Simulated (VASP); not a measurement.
# Hf3B2 (Pm-3m) in VASP: further runs, part 2 of 2

VASP 6.6.1. Earlier steps stand in the parts before.

### 3 Relaxation of cell and atoms, PBE

File INCAR:

```
SYSTEM = Hf3B2
ALGO = Fast ; EDIFF = 1E-6
EDIFFG = -0.01 ; ENCUT = 600
GGA = PE ; IBRION = 2
ISIF = 3 ; ISMEAR = 0
LASPH = .TRUE. ; LCHARG = .FALSE.
LREAL = .FALSE. ; LWAVE = .FALSE.
NELM = 80 ; NSW = 100
PREC = Accurate ; SIGMA = 0.1
```

File KPOINTS:

```
k-points
0
G
  8 8 8
  0 0 0
```

File POSCAR:

```
Hf3B2
1.0
    4.4316360089      0.0000000000      0.0000000000
    0.0000000000      4.4316360089      0.0000000000
    0.0000000000      0.0000000000      4.4316360089
Hf B
3 2
Direct
    0.0000000000      0.5000000000      0.0000000000
    0.0000000000      0.0000000000      0.5000000000
    0.5000000000      0.0000000000      0.0000000000
    0.5000000000      0.5000000000      0.5000000000
    0.0000000000      0.0000000000      0.0000000000
```

Potentials or basis: VASP PAW PBE potentials, release 64 (Hf_pv, B).

The run is started by

```sh
$ cat potpaw_PBE.64/Hf_pv/POTCAR potpaw_PBE.64/B/POTCAR > POTCAR
$ mpirun -np 1 vasp_std > vasp.out
```

OUTCAR:

```text
SYSTEM = Hf3B2
   EDIFF = 1E-6
   EDIFFG = -0.01
   ENCUT = 600
   GGA = PE
   IBRION = 2
   ISIF = 3
   ISMEAR = 0
   LASPH = .TRUE.
   LREAL = .FALSE.
   NELM = 80
   NSW = 100
   PREC = Accurate

 ion  position               nearest neighbor table
   1  0.000  0.500  0.000-   5 2.22   5 2.22   2 3.13   2 3.13   2 3.13   3 3.13   3 3.13   2 3.13
                             3 3.13   3 3.13
   2  0.000  0.000  0.500-   5 2.22   5 2.22   1 3.13   1 3.13   3 3.13   3 3.13   1 3.13   1 3.13
                             3 3.13   3 3.13
   3  0.500  0.000  0.000-   5 2.22   5 2.22   1 3.13   2 3.13   1 3.13   1 3.13   2 3.13   2 3.13
                             2 3.13   1 3.13
   4  0.500  0.500  0.500-
   5  0.000  0.000  0.000-   1 2.22   2 2.22   3 2.22   2 2.22   1 2.22   3 2.22

  LATTYP: Found a simple cubic cell.
 ALAT       =     4.4316360089

  Lattice vectors:

 A1 = (   4.4316360089,   0.0000000000,   0.0000000000)
 A2 = (   0.0000000000,   4.4316360089,   0.0000000000)
 A3 = (   0.0000000000,   0.0000000000,   4.4316360089)

Analysis of symmetry for initial positions (statically):
=====================================================================
 Subroutine PRICEL returns:
[... 186 lines left out ...]
  --------------------------------------------------------------------------------------
  -------------------------------------------------------------------------------------
  Total       -0.0800782     -0.0800782     -0.0800782      0.0000000     -0.0000000     -0.0000000
  in kB       -1.4741185     -1.4741185     -1.4741185      0.0000000     -0.0000000     -0.0000000
  external PRESSURE =      -1.4741185 kB  Pullay stress =       0.0000000 kB
[... 65 lines left out ...]
--------------------------------------- Ionic step        3  -------------------------------------------

 number of electron      36.0000000 magnetization

 Free energy of the ion-electron system (eV)
  ---------------------------------------------------
  ext. energy  EPLUGINS =         0.00000000
  ---------------------------------------------------
  free energy    TOTEN  =       -41.74259405 eV

  energy without entropy =      -41.73017050  energy(sigma->0) =      -41.73638227

 E-fermi :   4.5707     XC(G=0): -11.0362

 val. band max:        4.5701066935   @ k =   0.5000   0.1250   0.0000
 cond. band min:       4.6164392363   @ k =   0.5000   0.1250   0.1250
 fundamental gap:      0.0463325427
 Fermi energy:         4.5707087295

 k-point     1 :       0.0000    0.0000    0.0000
  band No.  band energies     occupation
      1     -26.3998      2.00000
      2     -26.3998      2.00000
      3     -26.3998      2.00000
      4     -26.0659      2.00000
      5     -26.0659      2.00000
      6     -26.0659      2.00000
[... 589 lines left out ...]
     21       5.8092      0.00000
     22       6.1901      0.00000

 [... further k-points ...]

------------------------ aborting loop because EDIFF is reached ----------------------------------------

  FORCE on cell =-STRESS in cart. coord.  units (eV):
  Direction    XX          YY          ZZ          XY          YZ          ZX
  --------------------------------------------------------------------------------------
  -------------------------------------------------------------------------------------
  Total        0.0073178      0.0073178      0.0073178      0.0000000     -0.0000000      0.0000000
  in kB        0.1348586      0.1348586      0.1348586      0.0000000     -0.0000000      0.0000000
  external PRESSURE =       0.1348586 kB  Pullay stress =       0.0000000 kB
[... 20 lines left out ...]
  FREE ENERGIE OF THE ION-ELECTRON SYSTEM (eV)
  ---------------------------------------------------
  free  energy   TOTEN  =       -41.7425940496 eV

  energy  without entropy=      -41.7301704992  energy(sigma->0) =      -41.73638227

 reached required accuracy - stopping structural energy minimisation
```

Wall time 2.7 min (1 thread of Intel Xeon 8259CL, shared host); peak memory 0.26 GiB.

Results:

```yaml
Free_energy: -41.7426 eV
Relaxed_volume: 17.39 Å³/atom
Relaxed_cell: a = 4.430 Å, b = 4.430 Å, c = 4.430 Å, α = 90.00°, β = 90.00°, γ = 90.00°
Space_group_after_relaxing_to_0.1_Å: Pm-3m (No. 221)
Energy_gained_by_relaxing: 0.0 meV/atom
Ionic_steps: 3
Pressure_after_relaxing: 0.0 GPa
Band_gap_on_the_k_mesh: zero (bands 18 and 19 overlap by 2.02 eV)
```

Final structure:
```
Hf B
1.0
     4.43001    0.00000    0.00000
     0.00000    4.43001    0.00000
     0.00000    0.00000    4.43001
Hf B
3 2
Direct
  0.00000 0.50000 0.00000
  0.00000 0.00000 0.50000
  0.50000 0.00000 0.00000
  0.50000 0.50000 0.50000
  0.00000 0.00000 0.00000
```

Caveat: spin-orbit coupling is left out, which moves the levels of the heavy elements.

### 4 Single point, PBE

File INCAR:

```
SYSTEM = Hf3B2
PREC = Accurate
ENCUT = 500
EDIFF = 1E-6
ISMEAR = 0
SIGMA = 0.1
LREAL = .False.
LASPH = .True.
NELM = 120
ALGO = Normal
ISIF = 2
LWAVE = .False.
LCHARG = .False.
GGA = PE
NBANDS = 26
GGA_COMPAT = .False.
```

File KPOINTS:

```
Automatic mesh
0
Gamma
  12 12 12
  0 0 0
```

Edit POSCAR of step 3 so:

```diff
@@ -2,5 +2,5 @@
 1.0
-    4.4316360089      0.0000000000      0.0000000000
-    0.0000000000      4.4316360089      0.0000000000
-    0.0000000000      0.0000000000      4.4316360089
+    4.4327567879      0.0000000000      0.0000000000
+    0.0000000000      4.4327567879      0.0000000000
+    0.0000000000      0.0000000000      4.4327567879
 Hf B
```

The run is started by

```sh
$ cat potpaw_PBE.64/Hf_pv/POTCAR potpaw_PBE.64/B/POTCAR > POTCAR
$ mpirun -np 1 vasp_std > vasp.out
```

Wall time 2.1 min (1 thread of Intel Xeon 8259CL, shared host); peak memory 0.28 GiB.

The run converged. Its results:

| Quantity | Value |
| --- | --- |
| Free energy | -41.7391 eV |
| Pressure | -0.3 GPa |
| Band gap on the k mesh | zero (bands 18 and 19 overlap by 1.98 eV) |

Levels at points of the mesh, in eV from the Fermi level:
| k point | band 16 | band 17 | band 18 | band 19 | band 20 | band 21 |
| --- | --- | --- | --- | --- | --- | --- |
| (0.00, 0.00, 0.00) | -1.67 | -0.70 | -0.70 | -0.70 | 1.65 | 1.69 |
| (0.50, 0.00, 0.00) | -1.39 | -1.39 | -1.21 | -0.06 | 1.16 | 1.79 |
| (0.50, 0.50, 0.00) | -2.14 | -1.90 | 0.62 | 0.62 | 1.14 | 1.14 |
| (0.50, 0.50, 0.50) | -1.42 | -1.42 | 0.84 | 0.84 | 0.84 | 1.02 |

Caveat: spin-orbit coupling is left out, which moves the levels of the heavy elements.

### 5 The runs side by side

| task | cell | k mesh | cutoff (eV) | gap on the mesh (eV) | pressure (GPa) |
| --- | --- | --- | --- | --- | --- |
| single point | a = 4.433 Å, 5 atoms | 8 × 8 × 8 | 520 | none | -0.3 |
| relaxation of cell and atoms | relaxed from a = 4.432 Å, 5 atoms | 8 × 8 × 8 | 600 | none | 0.0 |
| single point | a = 4.433 Å, 5 atoms | 12 × 12 × 12 | 500 | none | -0.3 |

Alike in all rows: level PBE; potentials or basis VASP PAW PBE potentials, release 64 (Hf_pv, B); no spin polarisation; smearing gaussian 0.1 eV.

Caveats: spin-orbit coupling is left out, which moves the levels of the heavy elements.

Absolute energies hang on the potentials; compare differences alone.

The gap in the log of VASP goes by the Fermi energy; the results here count the filled bands.